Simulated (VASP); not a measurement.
Here is a VASP 6.6.1 calculation.

INCAR

```
SYSTEM = In3SbAs2
PREC     = Accurate       ! precision mode
ENCUT    = 600            ! plane-wave cutoff, eV
EDIFF    = 1E-7           ! SCF threshold, eV
ISMEAR   = -1             ! smearing method
SIGMA    = 0.02           ! smearing width, eV
LREAL    = .FALSE.        ! projectors in reciprocal space
LASPH    = .TRUE.         ! aspherical terms in the spheres
NELM     = 80             ! most SCF steps
ALGO     = Normal         ! electronic algorithm
ISIF     = 3              ! what is computed and relaxed
LWAVE    = .FALSE.        ! write WAVECAR
LCHARG   = .FALSE.        ! write CHGCAR
GGA      = PE             ! functional
IBRION   = 2              ! ionic algorithm
NSW      = 80             ! ionic steps
EDIFFG   = -0.005         ! ionic threshold
```

Contents of KPOINTS:

```
Automatic mesh
0
G
  6 6 2
  0 0 0
```

POSCAR

```
In3SbAs2
1.0
    4.3185592827      0.0000000000      0.0000000000
   -2.1592796414      3.7399820466      0.0000000000
    0.0000000000      0.0000000000     10.5782666667
As Sb In
2 1 3
Direct
    0.0000000000      0.0000000000      0.0000000000
    0.3333333333      0.6666666667      0.3333333333
    0.6666666667      0.3333333333      0.6666666667
    0.3333333333      0.6666666667      0.0833333333
    0.6666666667      0.3333333333      0.4166666667
    0.0000000000      0.0000000000      0.7500000000
```

Potentials or basis: VASP PAW PBE potentials, release 64 (As, Sb, In_d).

The run is started by

```bash
$ cat potpaw_PBE.64/As/POTCAR potpaw_PBE.64/Sb/POTCAR potpaw_PBE.64/In_d/POTCAR > POTCAR
$ mpirun -np 1 vasp_std > vasp.out
```

Predict the relaxed cell.

a = 4.484 Å, b = 4.484 Å, c = 10.988 Å, α = 90.00°, β = 90.00°, γ = 120.00°.

What does it give for the space group after relaxing (to 0.1 Å)?

P3m1 (No. 156).

What does it give for the band gap on the k mesh?

Zero (filled and empty bands touch).

Final structure:
```cif
data_structure
_symmetry_space_group_name_H-M 'P 1'
_symmetry_Int_Tables_number 1
_cell_length_a 4.4841
_cell_length_b 4.4841
_cell_length_c 10.9883
_cell_angle_alpha 90.000
_cell_angle_beta 90.000
_cell_angle_gamma 120.000
_cell_volume 191.35
loop_
_atom_site_label
_atom_site_type_symbol
_atom_site_fract_x
_atom_site_fract_y
_atom_site_fract_z
_atom_site_occupancy
As1 As 0.00000 0.00000 0.00675 1
As2 As 0.33333 0.66667 0.32743 1
Sb1 Sb 0.66667 0.33333 0.66509 1
In1 In 0.33333 0.66667 0.08300 1
In2 In 0.66667 0.33333 0.40413 1
In3 In 0.00000 0.00000 0.76360 1
```

Caveat: semilocal functionals underestimate gaps, so a narrow gap can read as zero; spin-orbit coupling is left out, which moves the levels of the heavy elements.
